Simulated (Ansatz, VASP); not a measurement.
WC in VASP and in Ansatz

```xyz
2
Lattice="0.0000 2.1823 2.1823 2.1823 0.0000 2.1823 2.1823 2.1823 0.0000" Properties=species:S:1:pos:R:3 pbc="T T T"
W     0.0000    0.0000    0.0000
C     2.1823    2.1823    2.1823
```

Alike in both runs: functional BLYP; dispersion D3(BJ); k mesh 11 × 11 × 11; no spin polarisation.

Ansatz relaxed the structure, and its values are those at the end. VASP's run is a single point on that final structure, the one shown.

```csv
,VASP,Ansatz
version,VASP 6.6.1,Ansatz 0.2.0
potentials or method,"VASP PAW PBE potentials, release 64 (W_sv, C)","plane waves, PAW"
plane-wave cutoff (eV),520,420
occupations,"gaussian, width 0.1 eV",gaussian
valence electrons in the cell,18,18
```

Ansatz gave:

* pressure (GPa): 0.0

Q: Estimate VASP's values.

A: Pressure (GPa): 2.3.

VASP's potentials were made for PBE, not for BLYP.

Spin-orbit coupling is off throughout.
